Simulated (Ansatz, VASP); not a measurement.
## Zr7Ge in VASP and in Ansatz

```
Zr Ge
1.0
     3.84367    2.21914    3.88843
    -3.84367    2.21914    3.88843
     0.00000   -4.43829    3.88843
Zr Ge
7 1
Direct
  0.84576 0.46224 0.84576
  0.84576 0.84576 0.46224
  0.46224 0.84576 0.84576
  0.15424 0.53776 0.15424
  0.53776 0.15424 0.15424
  0.15424 0.15424 0.53776
  0.50000 0.50000 0.50000
  0.00000 0.00000 0.00000
```

Alike in both runs: functional PBE; k mesh 3 × 3 × 3; occupations gaussian, width 0.2 eV; no spin polarisation.

Ansatz relaxed the structure, and its values are those at the end. VASP's run is a single point on that final structure, the one shown.

|  | VASP | Ansatz |
| --- | --- | --- |
| version | VASP 6.6.1 | Ansatz 0.2.0 |
| potentials or method | VASP PAW PBE potentials, release 64 (Zr_sv, Ge_d), cutoff 500 eV | scalar-relativistic, plane waves, PAW |
| valence electrons in the cell | 98 | 98 |

Ansatz gave:

```
gap on the k mesh at the Fermi level (eV) : 0.06
least direct gap on the mesh (eV)         : 0.08
pressure (GPa)                            : -0.1
rms of the force components (eV/Å)        : 0.027
```

Task: Estimate VASP's values.

Result: gap on the k mesh at the Fermi level (eV): 0.06; least direct gap on the mesh (eV): 0.08; pressure (GPa): 0.0; rms of the force components (eV/Å): 0.027.
